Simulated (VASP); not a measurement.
Runs of VASP 6.6.1 on WC (CsCl type). The structure is that of space group Pm-3m (No. 221), or close to it. The cells are those of the table. 

| task | cell | cutoff (eV) | gap on the mesh (eV) | pressure (GPa) |
| --- | --- | --- | --- | --- |
| relaxation of cell and atoms | relaxed to 31 GPa from a = 2.638 Å, 2 atoms | 600 | none | 31.0 |
| single point | a = 2.662 Å, 2 atoms | 520 | none | (a) |
| relaxation of cell and atoms | relaxed to 31 GPa from a = 2.661 Å, 2 atoms | 600 | none | 31.0 |
| single point | a = 2.661 Å, 2 atoms | 520 | none | 32.9 |

Alike in all rows: level PBE; potentials or basis VASP PAW PBE potentials, release 64 (W_sv, C); no spin polarisation; k mesh 14 × 14 × 14; smearing fermi-dirac 0.1 eV.

Problem. Estimate the missing entries.

Solution. (a) 32.8.

Caveats: spin-orbit coupling is left out, which moves the levels of the heavy elements; the cell is relaxed towards a set pressure, so the enthalpy falls and the energy may rise (some runs).

A k mesh can miss the band edges, and the runs leave out spin-orbit coupling on W.

A gap of «none» marks levels without a gap at the run's occupations.
